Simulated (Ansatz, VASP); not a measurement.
## SrTi2Ir2: VASP beside Ansatz

```
Ir Ti Sr
1.0
     0.00000    4.11914    0.00000
     4.11914    0.00000    0.00000
     2.05957    2.05957   -5.97041
Ir Ti Sr
2 2 1
Direct
  0.75000 0.25000 0.50000
  0.25000 0.75000 0.50000
  0.37500 0.37500 0.25000
  0.62500 0.62500 0.75000
  0.00000 0.00000 0.00000
```

Alike in both runs: task single point; functional r2SCAN; k mesh 5 × 5 × 5; occupations tetrahedron; no spin polarisation.

```csv
,VASP,Ansatz
version,VASP 6.6.1,Ansatz 0.2.0
potentials or method,"VASP PAW PBE potentials, release 64 (Ir, Ti_sv, Sr_sv), cutoff 520 eV",PAW plane waves
valence electrons in the cell,52,68
```

Ansatz gave:

| Property | Result |
| --- | --- |
| gap on the k mesh at the Fermi level (eV) | none |
| pressure (GPa) | 0.6 |
| traceless stress, the component that is largest in VASP (GPa) | -2.80 |
| rms of the force components (eV/Å) | 0.861 |

Problem. Estimate VASP's values.

Solution. gap on the k mesh at the Fermi level (eV): none; pressure (GPa): 1.0; traceless stress, the component that is largest in VASP (GPa): -2.88; rms of the force components (eV/Å): 0.842.

VASP's potentials were made for PBE, not for r2SCAN. Atom by atom the forces differ by 0.019 eV/Å (rms over components). A gap of «none» marks a metal or a gap that the smearing closes. With one functional, cell and mesh, what is left measures potentials, basis and numerics. VASP's potentials hold 52 valence electrons a cell and Ansatz's 68, so a difference there can come from the potentials and not from the codes. Ansatz's warnings: band table not solved further, tetrahedron derivatives may miss energy slope.

Spin-orbit coupling is off throughout.
